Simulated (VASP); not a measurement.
**Br2: single point with PBE+D3(BJ)**

Br2, in a box:

```
Br
1.0
     6.39313    0.00000    0.00000
     0.00000    5.20857    0.00000
     0.00000    0.00000   26.84338
Br
2
Cartesian
  1.5908 4.7793 16.0089
  1.5211 2.3935 17.2874
```

* Program: VASP 6.6.1
* Task: single point
* Functional: PBE
* Dispersion: D3(BJ)
* Potentials or basis: VASP PAW PBE potentials, release 64 (Br)
* Cutoff: 400 eV
* k mesh: 3 × 3 × 1
* Occupations: gaussian, width 0.05 eV
* Spin: no spin polarisation
* Dipole correction: yes
* Further INCAR settings: ALGO = Normal; EDIFF = 1e-06; NBANDS = 14; NELMDL = -8

```yaml
Largest_force: 1.737 eV/Å
Gap_between_the_frontier_levels: 1.04 eV (least direct gap 1.15 eV)
Dispersion_energy_per_atom: -0.045 eV
```

Forces in eV/Å, atoms in the order of the input:
```
Br  -0.084 -0.766  1.557
Br   0.084  0.766 -1.557
```

Levels at points of the mesh, in eV from the valence-band top:
```tsv
k point	band 5	band 6	band 7	band 8	band 9	band 10
(0.00, 0.00, 0.00)	-1.03	-0.88	0.00	1.19	5.93	6.86
```

Run time: 58 s on 1 thread of Intel(R) Xeon(R) Platinum 8488C (Sapphire Rapids), with other jobs on the host, peak memory 0.54 GiB.
